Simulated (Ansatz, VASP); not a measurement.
**C in VASP and in Ansatz**

```
CELL_PARAMETERS angstrom
1.28943 0.74445 3.17966
-1.28943 0.74445 3.17966
0.00000 -1.48890 3.17966
ATOMIC_POSITIONS crystal
C 0.16400 0.16400 0.16400
C 0.83600 0.83600 0.83600
```

Change from the starting cell: strain +0.050 along x and y, -0.050 along z, atoms carried along.

Alike in both runs: task single point; functional r2SCAN; k mesh 12 × 12 × 12; occupations gaussian, width 0.05 eV; no spin polarisation.

|  | VASP | Ansatz |
| --- | --- | --- |
| version | VASP 6.6.1 | Ansatz 0.2.0 |
| potentials or method | VASP PAW PBE potentials, release 64 (C), cutoff 520 eV | scalar-relativistic, plane waves, PAW |
| valence electrons in the cell | 8 | 8 |

Ansatz gave:

- gap on the k mesh at the Fermi level (eV): 1.06
- least direct gap on the mesh (eV): 1.08
- pressure (GPa): -34.5
- traceless stress, the component that is largest in VASP (GPa): 38.47
- rms of the force components (eV/Å): 0.462

Problem. Estimate VASP's values.

Solution. gap on the k mesh at the Fermi level (eV): 1.06; least direct gap on the mesh (eV): 1.08; pressure (GPa): -33.9; traceless stress, the component that is largest in VASP (GPa): 37.83; rms of the force components (eV/Å): 0.458.

VASP's potentials were made for PBE, not for r2SCAN. Atom by atom the forces differ by 0.004 eV/Å (rms over components). Both programs put the cell under strong tension, so it lies far from rest at this level.

Noted on VASP's run: the cell as given lies far from equilibrium.
